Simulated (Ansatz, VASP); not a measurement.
**AgCl in VASP and in Ansatz**

INCAR

```
SYSTEM = AgCl
  PREC = Accurate
  ENCUT = 500
  EDIFF = 1E-6
  ISMEAR = 0
  SIGMA = 0.01
  LREAL = .False.
  LASPH = .True.
  NELM = 120
  ALGO = Normal
  ISIF = 2
  LWAVE = .False.
  LCHARG = .False.
  GGA = RE
  NBANDS = 16
  GGA_COMPAT = .False.
```

Contents of KPOINTS:

```
Automatic mesh
0
Gamma
  8 8 8
  0 0 0
```

The input POSCAR:

```
AgCl
1.0
    3.4339730000      0.0000000000      0.0000000000
    0.0000000000      3.4339730000      0.0000000000
    0.0000000000      0.0000000000      3.4339730000
Ag Cl
1 1
Direct
    0.0540000000      0.5600000000      0.2810000000
    0.5540000000      1.0600000000      0.7810000000
```

Input for Ansatz:

```yaml
crystal:
  lattice:
    - [3.433973, 0.0, 0.0]
    - [0.0, 3.433973, 0.0]
    - [0.0, 0.0, 3.433973]
  atoms:
    - { symbol: Ag, position: [0.054, 0.56, 0.281] }
    - { symbol: Cl, position: [0.554, 1.06, 0.781] }
basis:
  ecutwfc: 420
kpoints:
  mp_grid: { grid: [8, 8, 8] }
hamiltonian:
  xc: revpbe
scf:
  occupations: { method: fixed }
output:
  forces: true
  stress: true
  eigenvalues: true
```

Alike in both runs: task single point; functional revPBE; k mesh 8 × 8 × 8; no spin polarisation.

```csv
,VASP,Ansatz
version,VASP 6.6.1,Ansatz 0.2.0
potentials or method,"VASP PAW PBE potentials, release 64 (Ag, Cl), cutoff 500 eV","scalar-relativistic, plane waves, PAW"
occupations,"gaussian, width 0.01 eV",fixed
valence electrons in the cell,18,26
```

```tsv
	VASP	Ansatz	Ansatz less VASP
gap on the k mesh at the Fermi level (eV)	0.69	0.69	+0.003
least direct gap on the mesh (eV)	2.18	2.18	+0.001
pressure (GPa)	2.1	2.3	+0.14
```

VASP's potentials were made for PBE, not for revPBE. VASP's potentials hold 18 valence electrons a cell and Ansatz's 26, so a difference there can come from the potentials and not from the codes.
